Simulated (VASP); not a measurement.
Here is a VASP 6.6.1 calculation.

The input INCAR:

```
  ALGO = Normal
  EDIFF = 1E-6
  ENCUT = 520
  GGA = PE
  ISIF = 2
  ISMEAR = -1
  LASPH = True
  LCHARG = False
  LREAL = False
  LWAVE = False
  NBANDS = 13
  NELM = 60
  PREC = Accurate
  SIGMA = 0.08
```

Contents of KPOINTS:

```
k-points
0
Gamma
  13 13 13
```

Contents of POSCAR:

```
Te
1.0
    1.4469584647     -0.8354018591      4.7315687077
    0.0000000000      1.6708037182      4.7315687077
   -1.4469584647     -0.8354018591      4.7315687077
Te
2
Direct
    0.2500000000      0.2500000000      0.2500000000
   -0.2500000000     -0.2500000000     -0.2500000000
```

Potentials or basis: VASP PAW PBE potentials, release 64 (Te).

Run with:

```console
$ cat potpaw_PBE.64/Te/POTCAR > POTCAR
$ mpirun -np 1 vasp_std > vasp.out
```

Task: What does it give for the pressure?

Result: 87.3 GPa.

Task: Estimate the band gap on the k mesh.

Result: Zero (bands 6 and 7 overlap by 10.65 eV).

Caveat: the cell stands under pressure; spin-orbit coupling is left out, which moves the levels of the heavy elements.
